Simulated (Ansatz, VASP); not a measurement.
**One calculation of Si, two programs**

```
CELL_PARAMETERS angstrom
0.00000 2.73549 2.73549
2.73549 0.00000 2.73549
2.73549 2.73549 0.00000
ATOMIC_POSITIONS crystal
Si 0.50000 0.50000 0.50000
Si 0.75000 0.75000 0.75000
```

Alike in both runs: task single point; functional PBE; k mesh 10 × 10 × 10; occupations fermi-dirac, width 0.05 eV; no spin polarisation.

```csv
,VASP,Ansatz
version,VASP 6.6.1,Ansatz 0.2.0
potentials or method,"VASP PAW PBE potentials, release 64 (Si), cutoff 500 eV","plane waves (420 eV) with PAW, scalar-relativistic"
valence electrons in the cell,8,8
```

Ansatz gave:

| Quantity | Value |
| --- | --- |
| pressure (GPa) | 0.0 |

Which values does VASP return?

Pressure (GPa): -0.1.

The functional is the same, so the differences come from potentials, cutoffs and numerics.
